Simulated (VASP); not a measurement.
Input of a VASP 6.6.1 run:

The input INCAR:

```
SYSTEM = Ir
PREC = Accurate ; ENCUT = 400
EDIFF = 1E-6 ; ISMEAR = 0
SIGMA = 0.1 ; LREAL = .FALSE.
LASPH = .TRUE. ; NELM = 120
ALGO = Normal ; ISIF = 2
LWAVE = .FALSE. ; LCHARG = .FALSE.
LDIPOL = .TRUE. ; IDIPOL = 3
DIPOL = 0.5 0.5 0.443 ; GGA = PE
NBANDS = 66 ; GGA_COMPAT = .FALSE.
NELMDL = -8
```

The input KPOINTS:

```
Automatic mesh
0
G
  4 4 1
  0 0 0
```

POSCAR

```
Ir
1.0
    5.4739356050      0.0000000000      0.0000000000
   -2.7369678025      4.7405672926      0.0000000000
    0.0000000000      0.0000000000     22.9779497057
Ir
12
Direct
    0.3333333333      0.1666666667      0.3481598708
    0.3333333333      0.6666666667      0.3481598708
    0.8333333333      0.1666666667      0.3481598708
    0.8333333333      0.6666666667      0.3481598708
    0.6666575837      0.3333263776      0.4427463157
    0.6666667202      0.8333336089      0.4427758725
    0.1666739243      0.3333317379      0.4427463207
    0.1666687095      0.8333428970      0.4427463053
    0.0000001321      0.5000006259      0.5373418243
   -0.0000506175     -0.0000232972      0.5373595376
    0.5000269066      0.5000512649      0.5373595603
    0.5000240887     -0.0000262252      0.5373595367
```

Potentials or basis: VASP PAW PBE potentials, release 64 (Ir).

Command:

```console
$ cat potpaw_PBE.64/Ir/POTCAR > POTCAR
$ mpirun -np 1 vasp_std > vasp.out
```

(1) What does it give for the band gap on the k mesh?

(2) Estimate the largest force.

Answers

(1) zero (bands 54 and 55 overlap by 1.11 eV).

(2) 0.045 eV/Å.

Caveat: spin-orbit coupling is left out, which moves the levels of the heavy elements.
